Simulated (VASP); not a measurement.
Runs of VASP 6.6.1 on TiH. The structure is that of space group P4_2/mmc (No. 131), or close to it. The cells are those of the table. 

| cell | gap on the mesh (eV) | pressure (GPa) |
| --- | --- | --- |
| a = 2.928, b = 2.928, c = 4.537 Å, 4 atoms | none | 3.0 |
| a = 2.887, b = 2.887, c = 4.475 Å, 4 atoms | none | 9.7 |
| a = 2.908, b = 2.908, c = 4.506 Å, 4 atoms | none | (a) |
| a = 2.947, b = 2.947, c = 4.568 Å, 4 atoms | none | 0.1 |
| a = 2.967, b = 2.967, c = 4.598 Å, 4 atoms | none | -2.4 |
| a = 2.986, b = 2.986, c = 4.628 Å, 4 atoms | none | -4.8 |
| a = 3.005, b = 3.005, c = 4.658 Å, 4 atoms | none | (b) |

Alike in all rows: task single point; level r2SCAN; potentials or basis VASP PAW PBE potentials, release 64 (Ti_sv, H); no spin polarisation; k mesh 8 × 8 × 5; cutoff (eV) 520; smearing fermi-dirac 0.1 eV.

Problem. Estimate the missing entries.

Solution. (a) 6.2; (b) -6.9.

Caveats: the PAW data sets were made with another functional, which shifts forces and pressure a little; the cell stands under pressure (at least some runs); the cell stands under tension (at least some runs).

A gap of «none» marks levels without a gap at the run's occupations.
